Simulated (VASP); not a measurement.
# BN (F-43m) in VASP: notebook

BN is run at these levels: r2SCAN; tasks: single point.

Program: VASP 6.6.1. These are calculated values, not measurements. Logs are shortened: lines on timing, memory, paths and dates and some standing lists are left out, and cuts for length are marked.

## Step 1: The cell of the first run

Symmetry: F-43m, No. 216, cubic system. Conventional cell: a = 3.626 Å, b = 3.626 Å, c = 3.626 Å, α = 90.00°, β = 90.00°, γ = 90.00°. Within 2.1 Å of B (site symmetry -43m) lie 4 N at 1.57 Å. Within 2.1 Å of N (site symmetry -43m) lie 4 B at 1.57 Å.

## Step 2: Single point, r2SCAN

POSCAR reads:

```
BN
1.0
    0.0000000000      1.8130010000      1.8130010000
    1.8130010000      0.0000000000      1.8130010000
    1.8130010000      1.8130010000      0.0000000000
B N
1 1
Direct
    0.0000000000      0.0000000000      0.0000000000
    0.7500000000      0.7500000000      0.7500000000
```

INCAR.step1 reads:

```
ALGO = Normal
EDIFF = 1E-5
ENCUT = 1460
GGA = PE
GGA_COMPAT = False
ISMEAR = 0
LASPH = True
LCHARG = False
LREAL = False
LWAVE = True
NBANDS = 11
NELM = 120
PREC = Accurate
SIGMA = 0.02
```

INCAR.step2 reads:

```
ALGO = Normal
EDIFF = 1E-6
ENCUT = 1460
GGA_COMPAT = False
ISIF = 2
ISMEAR = 0
ISTART = 1
LASPH = True
LCHARG = False
LMIXTAU = True
LREAL = False
LWAVE = False
METAGGA = R2SCAN
NBANDS = 11
NELM = 120
PREC = Accurate
SIGMA = 0.02
```

KPOINTS reads:

```
k-points
0
Gamma
  12 12 12
```

Potentials or basis: VASP PAW PBE potentials, release 64 (B_h, N_h).

Launch:

```sh
cat potpaw_PBE.64/B_h/POTCAR potpaw_PBE.64/N_h/POTCAR > POTCAR
cp INCAR.step1 INCAR
mpirun -np 1 vasp_std > vasp.out
cp INCAR.step2 INCAR
mpirun -np 1 vasp_std > vasp.out
```

OUTCAR:

```text
EDIFF = 1E-6
   ENCUT = 1460
   ISIF = 2
   ISMEAR = 0
   ISTART = 1
   LASPH = True
   LREAL = False
   METAGGA = R2SCAN
   NELM = 120
   PREC = Accurate

 ion  position               nearest neighbor table
   1  0.000  0.000  0.000-
   2  0.750  0.750  0.750-

  LATTYP: Found a face centered cubic cell.
 ALAT       =     3.6260020000

  Lattice vectors:

 A1 = (   0.0000000000,   1.8130010000,   1.8130010000)
 A2 = (   1.8130010000,   0.0000000000,   1.8130010000)
 A3 = (   1.8130010000,   1.8130010000,   0.0000000000)

Analysis of symmetry for initial positions (statically):
=====================================================================
 Subroutine PRICEL returns:
 Original cell was already a primitive cell.

 Routine SETGRP: Setting up the symmetry group for a
 face centered cubic supercell.

 Subroutine GETGRP returns: Found 24 space group operations
 (whereof 24 operations were pure point group operations)
 out of a pool of 48 trial point group operations.

The static configuration has the point symmetry T_d .

Analysis of symmetry for dynamics (positions and initial velocities):
=====================================================================
 Subroutine PRICEL returns:
 Original cell was already a primitive cell.

 Routine SETGRP: Setting up the symmetry group for a
 face centered cubic supercell.

 Subroutine GETGRP returns: Found 24 space group operations
 (whereof 24 operations were pure point group operations)
 out of a pool of 48 trial point group operations.

The dynamic configuration has the point symmetry T_d .

 Subroutine INISYM returns: Found 24 space group operations
 (whereof 24 operations are pure point group operations),
 and found     1 'primitive' translations

----------------------------------------------------------------------------------------

                                     Primitive cell

  volume of cell :      11.9186

  direct lattice vectors                    reciprocal lattice vectors
     0.000000000  1.813001000  1.813001000    -0.275785838  0.275785838  0.275785838
     1.813001000  0.000000000  1.813001000     0.275785838 -0.275785838  0.275785838
     1.813001000  1.813001000  0.000000000     0.275785838  0.275785838 -0.275785838

  length of vectors
     2.563970603  2.563970603  2.563970603     0.477675083  0.477675083  0.477675083

  position of ions in fractional coordinates (direct lattice)
     0.000000000  0.000000000  0.000000000
     0.750000000  0.750000000  0.750000000
[... 84 lines left out ...]
   ISYM   =      2    0-nonsym 1-usesym 2-fastsym
   POTIM  = 0.5000    time-step for ionic-motion
   TEBEG  =    0.0;   TEEND  =   0.0 temperature during run
   PSTRESS=    0.0 pullay stress
   NELECT =       8.0000    total number of electrons
   NUPDOWN=      -1.0000    fix difference up-down
   EMIN   =  10.00;   EMAX   =-10.00  energy-range for DOS
   EFERMI =   0.00;   METHOD = LEGACY
   ISMEAR =     0;   SIGMA  =   0.02  broadening in eV -4-tet -1-fermi 0-gaus
   EFERMI_NEDOS =   21; number of points for ismear=-14 and -15
   IALGO  =     38    algorithm
   IMIX   =      4    mixing-type and parameters
     AMIX     =   0.40;   BMIX     =  1.00
     AMIX_MAG =   1.60;   BMIX_MAG =  1.00
  volume/ion in A,a.u.               =       5.96        40.22
  Fermi-wavevector in a.u.,A,eV,Ry     =   1.433387  2.708709 27.954506  2.054598
  Thomas-Fermi vector in A             =   2.552911
   LORBIT       =      0    0 simple, 1 ext, 2 COOP (PROOUT), +10 PAW based schemes
   METAGGA = R2SCAN    functional components
   LHFCALC =     F    Hartree Fock is set to
   AEXX    =    0.0000 exact exchange contribution
   IVDW    =     0    specifies the selected vdW correction
   LEPSILON=     F    determine dielectric tensor
   LRPA    =     F    only Hartree local field effects (RPA)
 non-spin polarized calculation
 Gauss-broadening in eV      SIGMA  =   0.02
  energy-cutoff  :     1460.00
  volume of cell :       11.92
 maximum number of plane-waves:      1540
   NGX = 15   NGY = 15   NGZ = 15

 number of electron       8.0000000 magnetization

 Free energy of the ion-electron system (eV)
  ---------------------------------------------------
  ext. energy  EPLUGINS =         0.00000000
  ---------------------------------------------------
  free energy    TOTEN  =       -19.20119267 eV

  energy without entropy =      -19.20119267  energy(sigma->0) =      -19.20119267

 E-fermi :   9.0388     XC(G=0): -13.7073

 val. band max:        8.7966011758   @ k =   0.0000   0.0000   0.0000
 cond. band min:      13.7768700826   @ k =   0.5000   0.5000   0.0000
 fundamental gap:      4.9802689068
 Fermi energy:         9.0388010544

 k-point     1 :       0.0000    0.0000    0.0000
  band No.  band energies     occupation
      1     -12.3813      2.00000
      2       8.7966      2.00000
      3       8.7966      2.00000
      4       8.7966      2.00000
      5      18.3005      0.00000
      6      18.3005      0.00000
      7      18.3005      0.00000
      8      19.7024      0.00000
      9      34.7567      0.00000
     10      37.3876      0.00000
     11      37.3876      0.00000
[... 309 lines left out ...]
 k-point    24 :      -0.4167    0.1667    0.0000
  band No.  band energies     occupation
      1      -7.7578      2.00000
      2      -1.4830      2.00000
      3       4.5356      2.00000
      4       6.1617      2.00000
      5      18.7633      0.00000
      6      21.6943      0.00000
      7      21.8527      0.00000
      8      25.4974      0.00000
      9      31.0445      0.00000
     10      35.2454      0.00000
     11      36.8637      0.00000

 [... further k-points ...]

------------------------ aborting loop because EDIFF is reached ----------------------------------------

  FORCE on cell =-STRESS in cart. coord.  units (eV):
  Direction    XX          YY          ZZ          XY          YZ          ZX
  --------------------------------------------------------------------------------------
  -------------------------------------------------------------------------------------
  Total       -0.4166206     -0.4166206     -0.4166206      0.0000000     -0.0000000      0.0000000
  in kB      -56.0050503    -56.0050503    -56.0050503      0.0000000     -0.0000000      0.0000000
  external PRESSURE =     -56.0050503 kB  Pullay stress =       0.0000000 kB

 VOLUME and BASIS-vectors are now :
 -----------------------------------------------------------------------------
  energy-cutoff  :     1460.00
  volume of cell :       11.92
      direct lattice vectors                 reciprocal lattice vectors
     0.000000000  1.813001000  1.813001000    -0.275785838  0.275785838  0.275785838
     1.813001000  0.000000000  1.813001000     0.275785838 -0.275785838  0.275785838
     1.813001000  1.813001000  0.000000000     0.275785838  0.275785838 -0.275785838

 POSITION                                       TOTAL-FORCE (eV/Angst)
 -----------------------------------------------------------------------------------
      0.00000      0.00000      0.00000         0.000000     -0.000000     -0.000000
      2.71950      2.71950      2.71950        -0.000000      0.000000      0.000000
 -----------------------------------------------------------------------------------
    total drift:                                0.000000      0.000000      0.000000

  FREE ENERGIE OF THE ION-ELECTRON SYSTEM (eV)
  ---------------------------------------------------
  free  energy   TOTEN  =       -19.2011926650 eV

  energy  without entropy=      -19.2011926650  energy(sigma->0) =      -19.20119267
```

Wall time 56 s (1 thread of Intel Xeon Platinum 8488C (Sapphire Rapids), shared host); peak memory 0.2 GiB.

Results:

```yaml
Free_energy: -19.2012 eV
Pressure: -5.6 GPa
Band_gap_on_the_k_mesh: 4.98 eV (least direct gap 9.50 eV)
```

Caveat: the cell stands under tension; the PAW data sets were made with another functional, which shifts forces and pressure a little. A k mesh can miss the band edges.

## Step 3: Single point, r2SCAN

This run uses another cell than the first one, of 5.88 Å³/atom.

POSCAR reads:

```
BN
1.0
    0.0000000000      1.8048137558      1.8048137558
    1.8048137558      0.0000000000      1.8048137558
    1.8048137558      1.8048137558      0.0000000000
B N
1 1
Direct
    0.0000000000      0.0000000000      0.0000000000
    0.7500000000      0.7500000000      0.7500000000
```

INCAR.step1 reads:

```
  ALGO = Normal
  EDIFF = 1E-5
  ENCUT = 1460
  GGA = PE
  GGA_COMPAT = F
  ISMEAR = 0
  LASPH = T
  LCHARG = F
  LREAL = F
  LWAVE = T
  NBANDS = 11
  NELM = 120
  PREC = Accurate
  SIGMA = 0.05
```

INCAR.step2 reads:

```
  ALGO = Normal
  EDIFF = 1E-6
  ENCUT = 1460
  GGA_COMPAT = F
  ISIF = 2
  ISMEAR = 0
  ISTART = 1
  LASPH = T
  LCHARG = T
  LELF = T
  LMIXTAU = T
  LREAL = F
  LVHAR = T
  LWAVE = F
  METAGGA = R2SCAN
  NBANDS = 11
  NELM = 120
  PREC = Accurate
  SIGMA = 0.05
```

KPOINTS is that of step 2.

Potentials or basis: VASP PAW PBE potentials, release 64 (B_h, N_h).

Launch:

```sh
cat potpaw_PBE.64/B_h/POTCAR potpaw_PBE.64/N_h/POTCAR > POTCAR
cp INCAR.step1 INCAR
mpirun -np 1 vasp_std > vasp.out
cp INCAR.step2 INCAR
mpirun -np 1 vasp_std > vasp.out
```

Wall time 59 s (1 thread of Intel Xeon Platinum 8375C at 2.90GHz (Ice Lake), shared host); peak memory 0.2 GiB.

Results (log left out):

| Item | Value |
| --- | --- |
| Free energy | -19.2040 eV |
| Pressure | -0.4 GPa |
| Band gap on the k mesh | 5.00 eV (least direct gap 9.57 eV) |

Levels at points of the mesh, in eV from the valence-band top:
| k point | band 2 | band 3 | band 4 | band 5 | band 6 | band 7 |
| --- | --- | --- | --- | --- | --- | --- |
| (0.00, 0.00, 0.00) | 0.00 | 0.00 | 0.00 | 9.57 | 9.57 | 9.57 |
| (0.50, 0.00, 0.00) | -11.11 | -2.02 | -2.02 | 10.85 | 11.51 | 11.51 |
| (0.50, 0.50, 0.00) | -9.34 | -5.11 | -5.11 | 5.00 | 9.84 | 19.36 |

Caveat: the PAW data sets were made with another functional, which shifts forces and pressure a little. A k mesh can miss the band edges.

## Step 4: Single point, r2SCAN

POSCAR reads:

```
BN
1.0
    0.0000000000      1.8130010000      1.8130010000
    1.8130010000      0.0000000000      1.8130010000
    1.8130010000      1.8130010000      0.0000000000
B N
1 1
Direct
    0.0000000000      0.0000000000      0.0000000000
    0.7500000000      0.7500000000      0.7500000000
```

INCAR.step1 reads:

```
SYSTEM = BN
PREC     = Accurate       ! precision mode
ENCUT    = 1460           ! plane-wave cutoff, eV
ISMEAR   = 0              ! smearing method
SIGMA    = 0.1            ! smearing width, eV
LREAL    = .FALSE.        ! projectors in reciprocal space
LASPH    = .TRUE.         ! aspherical terms in the spheres
NELM     = 120            ! most SCF steps
NBANDS   = 11             ! bands
GGA      = PE             ! functional
ALGO     = Normal         ! electronic algorithm
EDIFF    = 1E-5           ! SCF threshold, eV
LWAVE    = .TRUE.         ! write WAVECAR
LCHARG   = .FALSE.        ! write CHGCAR
GGA_COMPAT= .FALSE.
```

INCAR.step2 reads:

```
SYSTEM = BN
PREC     = Accurate       ! precision mode
ENCUT    = 1460           ! plane-wave cutoff, eV
EDIFF    = 1E-6           ! SCF threshold, eV
ISMEAR   = 0              ! smearing method
SIGMA    = 0.1            ! smearing width, eV
LREAL    = .FALSE.        ! projectors in reciprocal space
LASPH    = .TRUE.         ! aspherical terms in the spheres
NELM     = 120            ! most SCF steps
ALGO     = Normal         ! electronic algorithm
ISIF     = 2              ! what is computed and relaxed
LWAVE    = .FALSE.        ! write WAVECAR
LCHARG   = .FALSE.        ! write CHGCAR
METAGGA  = R2SCAN         ! meta-GGA
LMIXTAU  = .TRUE.       
NBANDS   = 11             ! bands
ISTART   = 1            
GGA_COMPAT= .FALSE.
```

KPOINTS reads:

```
Automatic mesh
0
G
  8 8 8
  0 0 0
```

Launch:

```sh
cat potpaw_PBE.64/B_h/POTCAR potpaw_PBE.64/N_h/POTCAR > POTCAR
cp INCAR.step1 INCAR
mpirun -np 1 vasp_std > vasp.out
cp INCAR.step2 INCAR
mpirun -np 1 vasp_std > vasp.out
```

Wall time 32 s (1 thread of Intel Xeon Platinum 8488C (Sapphire Rapids), shared host); peak memory 0.18 GiB.

It converged, with:

| Quantity | Value |
| --- | --- |
| Free energy | -19.2009 eV |
| Pressure | -5.6 GPa |
| Band gap on the k mesh | 4.98 eV (least direct gap 9.50 eV) |

Levels at points of the mesh, in eV from the valence-band top:
| k point | band 1 | band 2 | band 3 | band 4 | band 5 | band 6 | band 7 | band 8 |
| --- | --- | --- | --- | --- | --- | --- | --- | --- |
| (0.00, 0.00, 0.00) | -21.18 | 0.00 | 0.00 | 0.00 | 9.50 | 9.50 | 9.50 | 10.91 |
| (0.50, 0.00, 0.00) | -16.93 | -10.99 | -1.99 | -1.99 | 10.66 | 11.44 | 11.44 | 16.31 |
| (0.50, 0.50, 0.00) | -15.52 | -9.25 | -5.04 | -5.04 | 4.98 | 9.76 | 19.14 | 19.14 |

Caveat: the cell stands under tension; the PAW data sets were made with another functional, which shifts forces and pressure a little. A k mesh can miss the band edges.

## Step 5: The runs side by side

| cell | k mesh | smearing | gap on the mesh (eV) | pressure (GPa) |
| --- | --- | --- | --- | --- |
| a = 2.564 Å, angles 60.0°, 2 atoms | 12 × 12 × 12 | gaussian 0.02 eV | 4.98 | -5.6 |
| a = 2.552 Å, angles 60.0°, 2 atoms | 12 × 12 × 12 | gaussian 0.05 eV | 5.00 | -0.4 |
| a = 2.564 Å, angles 60.0°, 2 atoms | 8 × 8 × 8 | gaussian 0.1 eV | 4.98 | -5.6 |

Alike in all rows: task single point; level r2SCAN; potentials or basis VASP PAW PBE potentials, release 64 (B_h, N_h); no spin polarisation; cutoff (eV) 1460.

Caveats: the PAW data sets were made with another functional, which shifts forces and pressure a little; the cell stands under tension (at least some runs).

Absolute energies hang on the potentials; compare differences alone.
